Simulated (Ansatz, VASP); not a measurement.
## Two plane-wave programs on K3Os

```
K Os
1.0
     7.51428    0.00000    0.00000
    -3.75714    6.50756    0.00000
     0.00000    0.00000    5.82904
K Os
6 2
Direct
  0.81598 0.63197 0.25000
  0.18402 0.81598 0.75000
  0.36803 0.18402 0.25000
  0.18402 0.36803 0.75000
  0.81598 0.18402 0.25000
  0.63197 0.81598 0.75000
  0.33333 0.66667 0.25000
  0.66667 0.33333 0.75000
```

Alike in both runs: functional PBE; k mesh 3 × 3 × 4; occupations gaussian, width 0.1 eV; no spin polarisation.

Ansatz relaxed the structure, and its values are those at the end. VASP's run is a single point on that final structure, the one shown.

|  | VASP | Ansatz |
| --- | --- | --- |
| version | VASP 6.6.1 | Ansatz 0.2.0 |
| potentials or method | VASP PAW PBE potentials, release 64 (K_sv, Os), cutoff 520 eV | scalar-relativistic, plane waves, PAW |
| valence electrons in the cell | 70 | 86 |

|  | VASP | Ansatz | Ansatz less VASP |
| --- | --- | --- | --- |
| gap on the k mesh at the Fermi level (eV) | none | none | - |
| pressure (GPa) | 0.1 | 0.1 | 0.00 |
| rms of the force components (eV/Å) | 0.006 | 0.005 | -0.0010 |

A gap of «none» marks a metal or a gap that the smearing closes. The functional is the same, so the differences come from potentials, cutoffs and numerics. VASP's potentials hold 70 valence electrons a cell and Ansatz's 86, so a difference there can come from the potentials and not from the codes.

Neither program's run includes spin-orbit coupling.
